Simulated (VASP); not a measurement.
Here is a VASP 6.6.1 calculation.

Contents of INCAR:

```
SYSTEM = KBr
PREC = Accurate
ENCUT = 520
EDIFF = 1E-7
ISMEAR = 0
SIGMA = 0.05
LREAL = .False.
LASPH = .True.
NELM = 60
ALGO = Normal
ISIF = 2
LWAVE = .False.
LCHARG = .False.
GGA = PS
NBANDS = 15
```

The input KPOINTS:

```
Automatic mesh
0
Gamma
  4 4 4
  0 0 0
```

File POSCAR:

```
KBr
1.0
    0.0000000000      3.3024386828      3.3024386828
    3.3024386828      0.0000000000      3.3024386828
    3.3024386828      3.3024386828      0.0000000000
K Br
1 1
Direct
    0.0000000000      0.0000000000      0.0000000000
    0.5000000000      0.5000000000      0.5000000000
```

Potentials or basis: VASP PAW PBE potentials, release 64 (K_sv, Br).

Launch:

```console
$ cat potpaw_PBE.64/K_sv/POTCAR potpaw_PBE.64/Br/POTCAR > POTCAR
$ mpirun -np 1 vasp_std > vasp.out
```

Predict the band gap on the k mesh.

4.27 eV.

Estimate the pressure.

-0.3 GPa.

Caveat: the PAW data sets were made with another functional, which shifts forces and pressure a little. PBEsol gaps usually lie below the measured ones, often by a third to a half.
